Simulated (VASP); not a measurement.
Here is a VASP 6.6.1 calculation.

Contents of INCAR:

```
SYSTEM = GaSe5
PREC = Accurate ; ENCUT = 600
EDIFF = 1E-7 ; ISMEAR = 0
SIGMA = 0.1 ; LREAL = .FALSE.
LASPH = .TRUE. ; NELM = 100
ALGO = Normal ; ISIF = 3
LWAVE = .FALSE. ; LCHARG = .FALSE.
GGA = PE ; IBRION = 2
NSW = 100 ; EDIFFG = -0.01
```

Contents of KPOINTS:

```
regular mesh
0
G
  12 12 4
  0 0 0
```

Contents of POSCAR:

```
GaSe5
1.0
    3.7183049767      0.0000000000      0.0000000000
   -1.8591524884      3.2201465689      0.0000000000
    0.0000000000      0.0000000000     11.2639391574
Ga Se
1 5
Direct
    0.0000000000      0.0000000000      0.0000000000
    0.6666666667      0.3333333333      0.8602701417
    0.0000000000      0.0000000000      0.6567856193
    0.6666666667      0.3333333333      0.5000000000
    0.0000000000      0.0000000000      0.3432143807
    0.6666666667      0.3333333333      0.1397298583
```

Potentials or basis: VASP PAW PBE potentials, release 64 (Ga_d, Se).

The run is started by

```sh
$ cat potpaw_PBE.64/Ga_d/POTCAR potpaw_PBE.64/Se/POTCAR > POTCAR
$ mpirun -np 1 vasp_std > vasp.out
```

(1) What does it give for the band gap on the k mesh?

(2) Predict the relaxed cell.

## Answers

(1) zero (an odd number of electrons rules out a gap without spin polarisation).

(2) a = 3.720 Å, b = 3.720 Å, c = 11.268 Å, α = 90.00°, β = 90.00°, γ = 120.00°.

Caveat: an odd number of electrons without spin polarisation forces a metal; a magnetic or distorted state may lie lower.
